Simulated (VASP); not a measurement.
Runs of VASP 6.6.1 on WC. The structure is that of space group P-6m2 (No. 187), or close to it. The cells are those of the table. 

| potentials or basis | cell | cutoff (eV) | second run | gap on the mesh (eV) | pressure (GPa) |
| --- | --- | --- | --- | --- | --- |
| VASP PAW PBE potentials, release 64 (W_sv, C) | a = 2.854, b = 2.854, c = 2.923 Å, angles 90.0, 90.0, 120.0°, 2 atoms | 520 | - | none | -0.9 |
| VASP PAW PBE potentials, release 64 (W_sv, C) | a = 2.729, b = 2.729, c = 3.195 Å, angles 90.0, 90.0, 120.0°, 2 atoms | 520 | - | none | 2.2 |
| VASP PAW PBE potentials, release 64 (W_sv, C) | a = 2.658, b = 2.658, c = 3.370 Å, angles 90.0, 90.0, 120.0°, 2 atoms | 520 | - | none | 7.9 |
| VASP PAW PBE potentials, release 64 (W_sv, C_h) | a = 2.729, b = 2.729, c = 3.195 Å, angles 90.0, 90.0, 120.0°, 2 atoms | 910 | hard_potentials | none | 2.0 |
| VASP PAW PBE potentials, release 64 (W_sv, C) | a = 3.062, b = 3.062, c = 2.539 Å, angles 90.0, 90.0, 120.0°, 2 atoms | 520 | - | none | (a) |
| VASP PAW PBE potentials, release 64 (W_sv, C) | a = 2.982, b = 2.982, c = 2.676 Å, angles 90.0, 90.0, 120.0°, 2 atoms | 520 | - | none | 6.4 |
| VASP PAW PBE potentials, release 64 (W_sv, C) | a = 3.124, b = 3.124, c = 2.438 Å, angles 90.0, 90.0, 120.0°, 2 atoms | 520 | - | none | (d) |
| VASP PAW PBE potentials, release 64 (W_sv, C_h) | a = 2.940, b = 2.940, c = 2.753 Å, angles 90.0, 90.0, 120.0°, 2 atoms | 910 | hard_potentials | none | (b) |
| VASP PAW PBE potentials, release 64 (W_sv, C) | a = 2.810, b = 2.810, c = 3.015 Å, angles 90.0, 90.0, 120.0°, 2 atoms | 520 | - | none | -0.8 |
| VASP PAW PBE potentials, release 64 (W_sv, C_h) | a = 2.810, b = 2.810, c = 3.015 Å, angles 90.0, 90.0, 120.0°, 2 atoms | 910 | hard_potentials | none | -1.0 |
| VASP PAW PBE potentials, release 64 (W_sv, C_h) | a = 3.124, b = 3.124, c = 2.438 Å, angles 90.0, 90.0, 120.0°, 2 atoms | 910 | hard_potentials | none | (c) |
| VASP PAW PBE potentials, release 64 (W_sv, C) | a = 2.940, b = 2.940, c = 2.753 Å, angles 90.0, 90.0, 120.0°, 2 atoms | 520 | - | none | 2.8 |

Alike in all rows: task single point; level PBEsol; no spin polarisation; k mesh 21 × 21 × 18; smearing gaussian 0.15 eV.

Estimate the missing entries.

(a) 16.5; (b) 2.7; (c) 27.3; (d) 27.5.

Caveats: the PAW data sets were made with another functional, which shifts forces and pressure a little; spin-orbit coupling is left out, which moves the levels of the heavy elements; the cutoff is under 1.25 times the usual one of these potentials, so pressure, stress and relaxed cells hold a basis-set (Pulay) error (some runs).

A k mesh can miss the band edges, and the runs leave out spin-orbit coupling on W.

A gap of «none» marks levels without a gap at the run's occupations.
